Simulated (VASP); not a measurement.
# P (Fm-3m) in VASP: further runs

P is run at these levels: revPBE; tasks: single point, relaxation of cell and atoms.

All numbers are computed with VASP 6.6.1; they aren't measurements. Logs are shortened: lines on timing, memory, paths and dates and some standing lists are left out, and cuts for length are marked.

## 1. The cell of the first run

It takes space group Fm-3m (No. 225, cubic). Conventional cell: a = 4.039 Å, b = 4.039 Å, c = 4.039 Å, α = 90.00°, β = 90.00°, γ = 90.00°. P (site symmetry m-3m) has 12 P at 2.86 Å within 3.8 Å.

## 2. Single point, revPBE (volume scaled by 1.12)

Contents of INCAR:

```
SYSTEM = P
  PREC = Accurate
  ENCUT = 520
  EDIFF = 1E-7
  ISMEAR = -1
  SIGMA = 0.1
  LREAL = .FALSE.
  LASPH = .TRUE.
  NELM = 60
  ALGO = Normal
  ISIF = 2
  LWAVE = .FALSE.
  LCHARG = .FALSE.
  GGA = RE
  NBANDS = 8
```

Contents of KPOINTS:

```
Automatic mesh
0
G
  16 16 16
  0 0 0
```

Contents of POSCAR:

```
P
1.0
    0.0000000000      2.0194099242      2.0194099242
    2.0194099242      0.0000000000      2.0194099242
    2.0194099242      2.0194099242      0.0000000000
P
1
Direct
    0.0000000000      0.0000000000      0.0000000000
```

Potentials or basis: VASP PAW PBE potentials, release 64 (P).

The run is started by

```sh
$ cat potpaw_PBE.64/P/POTCAR > POTCAR
$ mpirun -np 1 vasp_std > vasp.out
```

OUTCAR:

```text
SYSTEM = P
   PREC = Accurate
   ENCUT = 520
   EDIFF = 1E-7
   ISMEAR = -1
   LREAL = .FALSE.
   LASPH = .TRUE.
   NELM = 60
   ISIF = 2
   GGA = RE

 ion  position               nearest neighbor table
   1  0.000  0.000  0.000-

  LATTYP: Found a face centered cubic cell.
 ALAT       =     4.0388198484

  Lattice vectors:

 A1 = (   0.0000000000,   2.0194099242,   2.0194099242)
 A2 = (   2.0194099242,   0.0000000000,   2.0194099242)
 A3 = (   2.0194099242,   2.0194099242,   0.0000000000)

Analysis of symmetry for initial positions (statically):
=====================================================================
 Subroutine PRICEL returns:
 Original cell was already a primitive cell.

 Routine SETGRP: Setting up the symmetry group for a
 face centered cubic supercell.

 Subroutine GETGRP returns: Found 48 space group operations
 (whereof 48 operations were pure point group operations)
 out of a pool of 48 trial point group operations.

The static configuration has the point symmetry O_h .

Analysis of symmetry for dynamics (positions and initial velocities):
=====================================================================
 Subroutine PRICEL returns:
 Original cell was already a primitive cell.

 Routine SETGRP: Setting up the symmetry group for a
 face centered cubic supercell.

 Subroutine GETGRP returns: Found 48 space group operations
 (whereof 48 operations were pure point group operations)
 out of a pool of 48 trial point group operations.

The dynamic configuration has the point symmetry O_h .

 Subroutine INISYM returns: Found 48 space group operations
 (whereof 48 operations are pure point group operations),
 and found     1 'primitive' translations

----------------------------------------------------------------------------------------

                                     Primitive cell

  volume of cell :      16.4704

  direct lattice vectors                    reciprocal lattice vectors
     0.000000000  2.019409924  2.019409924    -0.247597080  0.247597080  0.247597080
     2.019409924  0.000000000  2.019409924     0.247597080 -0.247597080  0.247597080
     2.019409924  2.019409924  0.000000000     0.247597080  0.247597080 -0.247597080

  length of vectors
     2.855876903  2.855876903  2.855876903     0.428850722  0.428850722  0.428850722

  position of ions in fractional coordinates (direct lattice)
     0.000000000  0.000000000  0.000000000

  ion indices of the primitive-cell ions
   primitive index   ion index
                 1           1

----------------------------------------------------------------------------------------

 KPOINTS: Automatic mesh

Automatic generation of k-mesh.
 Grid dimensions read from file:
 generate k-points for:   16   16   16

 Generating k-lattice:

  Cartesian coordinates                     Fractional coordinates (reciprocal lattice)
    -0.015474817  0.015474817  0.015474817     0.062500000  0.000000000  0.000000000
     0.015474817 -0.015474817  0.015474817     0.000000000  0.062500000  0.000000000
     0.015474817  0.015474817 -0.015474817     0.000000000  0.000000000  0.062500000

  Length of vectors
     0.026803170  0.026803170  0.026803170

  Shift w.r.t. Gamma in fractional coordinates (k-lattice)
     0.000000000  0.000000000  0.000000000

 Subroutine IBZKPT returns following result:
 ===========================================

 Found    145 irreducible k-points:

 Following reciprocal coordinates:
            Coordinates               Weight
  0.000000  0.000000  0.000000      1.000000
  0.062500  0.000000  0.000000      8.000000
  0.125000  0.000000  0.000000      8.000000
  0.187500  0.000000  0.000000      8.000000
  0.250000  0.000000  0.000000      8.000000
  0.312500  0.000000  0.000000      8.000000
[... 16 lines left out ...]
 -0.125000  0.062500  0.000000     24.000000
 -0.062500  0.062500  0.000000     12.000000
 [... further k-points ...]
   k-points           NKPTS =    145   k-points in BZ     NKDIM =    145   number of bands    NBANDS=      8
   number of dos      NEDOS =    301   number of ions     NIONS =      1
   total plane-waves  NPLWV =  13824
   dimension x,y,z NGX =    24 NGY =   24 NGZ =   24
   dimension x,y,z NGXF=    48 NGYF=   48 NGZF=   48
   ions per type =               1
   NGX,Y,Z   is equivalent  to a cutoff of  13.97, 13.97, 13.97 a.u.
   NGXF,Y,Z  is equivalent  to a cutoff of  27.94, 27.94, 27.94 a.u.
 SYSTEM =  P
   PREC   = accura    normal or accurate (medium, high low for compatibility)
   ISTART =      0    job   : 0-new  1-cont  2-samecut
   ICHARG =      2    charge: 1-file 2-atom 10-const
   ISPIN  =      1    spin polarized calculation?
   LNONCOLLINEAR =      F non collinear calculations
   LSORBIT =      F    spin-orbit coupling
   LASPH  =      T    aspherical Exc in radial PAW
   ENCUT  =  520.0 eV  38.22 Ry    6.18 a.u.   5.31  5.31  5.31*2*pi/ulx,y,z
   NELM   =     60;   NELMIN=  2; NELMDL= -5     # of ELM steps
   EDIFF  = 0.1E-06   stopping-criterion for ELM
   LREAL  =      F    real-space projection
   EDIFFG = 0.1E-05   stopping-criterion for IOM
   NSW    =      0    number of steps for IOM
   IBRION =     -1    ionic relax: 0-MD 1-quasi-New 2-CG
   NFREE  =      0    steps in history (QN), initial steepest desc. (CG)
   ISIF   =      2    stress and relaxation
   ISYM   =      2    0-nonsym 1-usesym 2-fastsym
   POTIM  = 0.5000    time-step for ionic-motion
   TEBEG  =    0.0;   TEEND  =   0.0 temperature during run
   PSTRESS=    0.0 pullay stress
   NELECT =       5.0000    total number of electrons
   NUPDOWN=      -1.0000    fix difference up-down
   EMIN   =  10.00;   EMAX   =-10.00  energy-range for DOS
   EFERMI =   0.00;   METHOD = LEGACY
   ISMEAR =    -1;   SIGMA  =   0.10  broadening in eV -4-tet -1-fermi 0-gaus
   EFERMI_NEDOS =   21; number of points for ismear=-14 and -15
   IALGO  =     38    algorithm
   IMIX   =      4    mixing-type and parameters
     AMIX     =   0.40;   BMIX     =  1.00
     AMIX_MAG =   1.60;   BMIX_MAG =  1.00
  volume/ion in A,a.u.               =      16.47       111.15
  Fermi-wavevector in a.u.,A,eV,Ry     =   1.100264  2.079198 16.470961  1.210581
  Thomas-Fermi vector in A             =   2.236673
   LORBIT       =      0    0 simple, 1 ext, 2 COOP (PROOUT), +10 PAW based schemes
   GGA     = RE    functional components
   LHFCALC =     F    Hartree Fock is set to
   AEXX    =    0.0000 exact exchange contribution
   IVDW    =     0    specifies the selected vdW correction
   LEPSILON=     F    determine dielectric tensor
   LRPA    =     F    only Hartree local field effects (RPA)
 non-spin polarized calculation
  energy-cutoff  :      520.00
  volume of cell :       16.47
 maximum number of plane-waves:       459
 NGX is ok and might be reduce to    24
   NGX = 11   NGY = 11   NGZ = 11

 number of electron       5.0000001 magnetization

 Free energy of the ion-electron system (eV)
  ---------------------------------------------------
  ext. energy  EPLUGINS =         0.00000000
  ---------------------------------------------------
  free energy    TOTEN  =        -4.13950352 eV

  energy without entropy =       -4.11911817  energy(sigma->0) =       -4.12931085

 E-fermi :   8.1151     XC(G=0): -10.9255

 val. band max:        8.1003330542   @ k =   0.5000   0.4375   0.0625
 cond. band min:       8.1645642594   @ k =  -0.4375   0.5000   0.0625
 fundamental gap:      0.0642312051
 Fermi energy:         8.1151162400

 k-point     1 :       0.0000    0.0000    0.0000
  band No.  band energies     occupation
      1      -6.9746      2.00000
      2      13.8811      0.00000
      3      13.8811      0.00000
      4      13.8811      0.00000
      5      19.2658      0.00000
      6      19.2658      0.00000
      7      19.2658      0.00000
      8      24.7954      0.00000

 k-point     2 :       0.0625    0.0000    0.0000
  band No.  band energies     occupation
      1      -6.8758      2.00000
      2      13.1504      0.00000
      3      13.7626      0.00000
      4      13.7626      0.00000
      5      19.2398      0.00000
      6      19.4825      0.00000
      7      19.4825      0.00000
      8      24.5174      0.00000

 k-point     3 :       0.1250    0.0000    0.0000
  band No.  band energies     occupation
      1      -6.5804      2.00000
      2      11.4443      0.00000
      3      13.4709      0.00000
      4      13.4709      0.00000
      5      19.0626      0.00000
      6      19.9857      0.00000
      7      19.9857      0.00000
      8      23.8441      0.00000

 k-point     4 :       0.1875    0.0000    0.0000
  band No.  band energies     occupation
      1      -6.0910      2.00000
      2       9.3863      0.00001
      3      13.1218      0.00000
      4      13.1218      0.00000
      5      18.7685      0.00000
      6      20.3098      0.00000
      7      20.3098      0.00000
      8      23.5894      0.00000

 k-point     5 :       0.2500    0.0000    0.0000
  band No.  band energies     occupation
      1      -5.4138      2.00000
      2       7.2754      1.99955
      3      12.7970      0.00000
      4      12.7970      0.00000
      5      18.4701      0.00000
      6      20.0195      0.00000
      7      20.0195      0.00000
      8      24.2898      0.00000

 k-point     6 :       0.3125    0.0000    0.0000
  band No.  band energies     occupation
      1      -4.5616      2.00000
      2       5.2460      2.00000
      3      12.5358      0.00000
      4      12.5358      0.00000
      5      18.2283      0.00000
      6      19.4364      0.00000
      7      19.4364      0.00000
      8      25.0235      0.00000

 k-point     7 :       0.3750    0.0000    0.0000
  band No.  band energies     occupation
      1      -3.5663      2.00000
      2       3.3851      2.00000
      3      12.3516      0.00000
      4      12.3516      0.00000
      5      18.0619      0.00000
      6      18.9045      0.00000
      7      18.9045      0.00000
      8      24.3675      0.00000

 k-point     8 :       0.4375    0.0000    0.0000
  band No.  band energies     occupation
      1      -2.5379      2.00000
      2       1.8291      2.00000
      3      12.2441      0.00000
      4      12.2441      0.00000
      5      17.9685      0.00000
      6      18.5532      0.00000
      7      18.5532      0.00000
      8      23.9395      0.00000

 k-point     9 :       0.5000    0.0000    0.0000
  band No.  band energies     occupation
      1      -1.9627      2.00000
      2       1.0769      2.00000
      3      12.2090      0.00000
      4      12.2090      0.00000
      5      17.9389      0.00000
      6      18.4316      0.00000
      7      18.4316      0.00000
      8      23.7916      0.00000

 k-point    10 :       0.0625    0.0625    0.0000
  band No.  band energies     occupation
      1      -6.8429      2.00000
      2      13.4325      0.00000
      3      13.4325      0.00000
      4      13.5074      0.00000
      5      18.6543      0.00000
      6      19.8659      0.00000
      7      19.8659      0.00000
      8      23.7050      0.00000
[... 78 lines left out ...]
 k-point    18 :      -0.4375    0.0625    0.0000
  band No.  band energies     occupation
      1      -2.1665      2.00000
      2       1.5241      2.00000
      3      11.4326      0.00000
      4      12.1444      0.00000
      5      18.0346      0.00000
      6      18.6318      0.00000
      7      18.7268      0.00000
      8      24.6654      0.00000

 k-point    19 :      -0.3750    0.0625    0.0000
  band No.  band energies     occupation
      1      -3.1327      2.00000
      2       2.9006      2.00000
      3      11.3732      0.00000
      4      12.4084      0.00000
      5      18.3864      0.00000
      6      18.7620      0.00000
      7      18.8290      0.00000
      8      24.9553      0.00000

 k-point    20 :      -0.3125    0.0625    0.0000
  band No.  band energies     occupation
      1      -4.1579      2.00000
      2       4.6777      2.00000
      3      11.4274      0.00000
      4      12.7273      0.00000
      5      18.6193      0.00000
      6      19.1591      0.00000
      7      19.2536      0.00000
      8      25.1184      0.00000

 k-point    21 :      -0.2500    0.0625    0.0000
  band No.  band energies     occupation
      1      -5.0621      2.00000
      2       6.6530      2.00000
      3      11.6044      0.00000
      4      13.0798      0.00000
      5      18.7992      0.00000
      6      19.6546      0.00000
      7      19.9502      0.00000
      8      23.6161      0.00000

 k-point    22 :      -0.1875    0.0625    0.0000
  band No.  band energies     occupation
      1      -5.7989      2.00000
      2       8.7329      0.00414
      3      11.9055      0.00000
      4      13.4342      0.00000
      5      18.9832      0.00000
      6      20.0678      0.00000
      7      20.5393      0.00000
      8      22.6470      0.00000

 k-point    23 :      -0.1250    0.0625    0.0000
  band No.  band energies     occupation
      1      -6.3513      2.00000
      2      10.7916      0.00000
      3      12.3263      0.00000
      4      13.7305      0.00000
      5      19.1039      0.00000
      6      19.9084      0.00000
      7      20.5962      0.00000
      8      22.7521      0.00000

 k-point    24 :      -0.0625    0.0625    0.0000
  band No.  band energies     occupation
      1      -6.7115      2.00000
      2      12.4725      0.00000
      3      12.9397      0.00000
      4      13.8698      0.00000
      5      19.1154      0.00000
      6      19.5257      0.00000
      7      20.1526      0.00000
      8      23.6029      0.00000

 [... further k-points ...]

------------------------ aborting loop because EDIFF is reached ----------------------------------------

  FORCE on cell =-STRESS in cart. coord.  units (eV):
  Direction    XX          YY          ZZ          XY          YZ          ZX
  --------------------------------------------------------------------------------------
  -------------------------------------------------------------------------------------
  Total       -0.8582029     -0.8582029     -0.8582029      0.0000000      0.0000000     -0.0000000
  in kB      -83.4828239    -83.4828239    -83.4828239      0.0000000      0.0000000     -0.0000000
  external PRESSURE =     -83.4828239 kB  Pullay stress =       0.0000000 kB

 VOLUME and BASIS-vectors are now :
 -----------------------------------------------------------------------------
  energy-cutoff  :      520.00
  volume of cell :       16.47
      direct lattice vectors                 reciprocal lattice vectors
     0.000000000  2.019409924  2.019409924    -0.247597080  0.247597080  0.247597080
     2.019409924  0.000000000  2.019409924     0.247597080 -0.247597080  0.247597080
     2.019409924  2.019409924  0.000000000     0.247597080  0.247597080 -0.247597080

 POSITION                                       TOTAL-FORCE (eV/Angst)
 -----------------------------------------------------------------------------------
      0.00000      0.00000      0.00000         0.000000      0.000000      0.000000
 -----------------------------------------------------------------------------------
    total drift:                               -0.000000      0.000000     -0.000000

  FREE ENERGIE OF THE ION-ELECTRON SYSTEM (eV)
  ---------------------------------------------------
  free  energy   TOTEN  =        -4.1395035216 eV

  energy  without entropy=       -4.1191181743  energy(sigma->0) =       -4.12931085
```

It took 23 s on 1 thread of AMD EPYC 7R13 (Zen 3), shared host; peak memory 0.11 GiB.

Results:

| Item | Value |
| --- | --- |
| Free energy | -4.1395 eV |
| Pressure | -8.3 GPa |

Levels at points of the mesh, in eV from the Fermi level:
```
           k point  band 1  band 2  band 3  band 4  band 5
(0.00, 0.00, 0.00)  -15.09    5.77    5.77    5.77   11.15
(0.50, 0.00, 0.00)  -10.08   -7.04    4.09    4.09    9.82
(0.50, 0.50, 0.00)   -7.88   -5.88    0.60    0.60    4.76
```

Caveat: the cell differs from its parent crystal (volume scaled by 1.12); the PAW data sets were made with another functional, which shifts forces and pressure a little.

## 3. Relaxation of cell and atoms, revPBE

This run uses another cell than the first one, of 15.22 Å³/atom, 0.924 times its volume.

Contents of INCAR:

```
SYSTEM = P
ALGO = Normal
EDIFF = 1E-6
EDIFFG = -0.01
ENCUT = 600
GGA = RE
IBRION = 2
ISIF = 3
ISMEAR = -1
LASPH = .True.
LCHARG = .False.
LREAL = .False.
LWAVE = .False.
NELM = 100
NSW = 80
PREC = Accurate
SIGMA = 0.1
```

Contents of KPOINTS:

```
k-points
0
Gamma
  14 14 14
  0 0 0
```

Contents of POSCAR:

```
P
1.0
    0.0000000000      1.9670729634      1.9670729634
    1.9670729634      0.0000000000      1.9670729634
    1.9670729634      1.9670729634      0.0000000000
P
1
Direct
    0.0000000000      0.0000000000      0.0000000000
```

Potentials or basis: VASP PAW PBE potentials, release 64 (P).

The run is started by

```sh
$ cat potpaw_PBE.64/P/POTCAR > POTCAR
$ mpirun -np 1 vasp_std > vasp.out
```

Run time: 15 s. Hardware: 1 thread of AMD EPYC 7R13 (Zen 3), shared host; peak memory 0.11 GiB.

The run converged. Its results:

* Free energy: -4.1851 eV
* Relaxed volume: 14.63 Å³/atom
* Relaxed cell: a = 2.746 Å, b = 2.746 Å, c = 2.746 Å, α = 60.00°, β = 60.00°, γ = 60.00°
* Space group after relaxing (to 0.05 Å): Fm-3m (No. 225)
* Energy gained by relaxing: 5.8 meV/atom
* Ionic steps: 3
* Pressure after relaxing: 0.0 GPa

Step by step:
| step | energy change (eV) | largest force (eV/Å) | pressure (GPa) | volume (Å³) |
| --- | --- | --- | --- | --- |
| 1 | 0.0000 | 0.0000 | -3.10 | 15.22 |
| 2 | -0.0058 | 0.0000 | 0.30 | 14.58 |
| 3 | -0.0058 | 0.0000 | 0.00 | 14.63 |

Final structure:
```cif
data_structure
_symmetry_space_group_name_H-M 'P 1'
_symmetry_Int_Tables_number 1
_cell_length_a 2.7456
_cell_length_b 2.7456
_cell_length_c 2.7456
_cell_angle_alpha 60.000
_cell_angle_beta 60.000
_cell_angle_gamma 60.000
_cell_volume 14.63
loop_
_atom_site_label
_atom_site_type_symbol
_atom_site_fract_x
_atom_site_fract_y
_atom_site_fract_z
_atom_site_occupancy
P1 P 0.00000 0.00000 0.00000 1
```

Levels at points of the mesh, in eV from the Fermi level:
| k point | band 1 | band 2 | band 3 | band 4 | band 5 |
| --- | --- | --- | --- | --- | --- |
| (0.00, 0.00, 0.00) | -16.29 | 6.74 | 6.74 | 6.74 | 11.34 |
| (0.50, 0.00, 0.00) | -10.49 | -8.00 | 4.77 | 4.77 | 10.42 |
| (0.50, 0.50, 0.00) | -7.87 | -6.68 | 0.67 | 0.67 | 4.34 |

Caveat: the PAW data sets were made with another functional, which shifts forces and pressure a little.

## 4. Single point, revPBE

This run uses another cell than the first one, of 14.71 Å³/atom, 0.893 times its volume.

Contents of INCAR:

```
SYSTEM = P
ALGO = Normal
EDIFF = 1E-6
ENCUT = 520
GGA = RE
ISIF = 2
ISMEAR = -1
LASPH = .TRUE.
LCHARG = .FALSE.
LREAL = .FALSE.
LWAVE = .FALSE.
NBANDS = 8
NELM = 80
PREC = Accurate
SIGMA = 0.1
```

Contents of KPOINTS:

```
k-points
0
G
  23 23 23
  0 0 0
```

Contents of POSCAR:

```
P
1.0
    0.0000000000      1.9445471527      1.9445471527
    1.9445471527      0.0000000000      1.9445471527
    1.9445471527      1.9445471527      0.0000000000
P
1
Direct
    0.0000000000      0.0000000000      0.0000000000
```

The run is started by

```sh
$ cat potpaw_PBE.64/P/POTCAR > POTCAR
$ mpirun -np 1 vasp_std > vasp.out
```

Run time: 21 s. Hardware: 1 thread of AMD EPYC 7R13 (Zen 3), shared host; peak memory 0.11 GiB.

Results (log left out):

```
Free energy : -4.1926 eV
Pressure    : -0.5 GPa
```

Levels at points of the mesh, in eV from the Fermi level:
```csv
k point,band 1,band 2,band 3,band 4,band 5,band 6
"(0.00, 0.00, 0.00)",-16.23,6.72,6.72,6.72,11.35,11.35
```

Caveat: the PAW data sets were made with another functional, which shifts forces and pressure a little.

## 5. Overview

```tsv
task	cell	k mesh	cutoff (eV)	gap on the mesh (eV)	pressure (GPa)
single point	a = 2.856 Å, angles 60.0°, 1 atom	16 × 16 × 16	520	none	-8.3
relaxation of cell and atoms	relaxed from a = 2.782 Å, angles 60.0°, 1 atom	14 × 14 × 14	600	none	0.0
single point	a = 2.750 Å, angles 60.0°, 1 atom	23 × 23 × 23	520	none	-0.5
```

Alike in all rows: level revPBE; potentials or basis VASP PAW PBE potentials, release 64 (P); no spin polarisation; smearing fermi-dirac 0.1 eV.

Caveats: the PAW data sets were made with another functional, which shifts forces and pressure a little.

Total energies depend on the potentials used, so only differences within one code and one set of settings carry meaning.
